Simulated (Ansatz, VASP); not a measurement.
## BAs: VASP beside Ansatz

```
CELL_PARAMETERS angstrom
0.00000 2.40445 2.40445
2.40445 0.00000 2.40445
2.40445 2.40445 0.00000
ATOMIC_POSITIONS crystal
B 0.25000 0.25000 0.25000
As 0.50000 0.50000 0.50000
```

Alike in both runs: task relaxation of cell and atoms; functional PBE; k mesh 10 × 10 × 10; occupations gaussian, width 0.02 eV; no spin polarisation.

|  | VASP | Ansatz |
| --- | --- | --- |
| version | VASP 6.6.1 | Ansatz 0.2.0 |
| potentials or method | VASP PAW PBE potentials, release 64 (B, As), cutoff 600 eV | scalar-relativistic, plane waves, PAW |
| valence electrons in the cell | 8 | 18 |

VASP gave:

```
gap on the k mesh at the Fermi level, each at its own relaxed structure (eV) : 1.20
relaxed volume (Å³/atom)                                                     : 13.97
relaxed cell length with the largest relative difference (Å)                 : 3.406
```

Q: Which values does Ansatz return?

A: gap on the k mesh at the Fermi level, each at its own relaxed structure (eV): 1.20; relaxed volume (Å³/atom): 13.90; relaxed cell length with the largest relative difference (Å): 3.400.

VASP's potentials hold 8 valence electrons a cell and Ansatz's 18, so a difference there can come from the potentials and not from the codes.
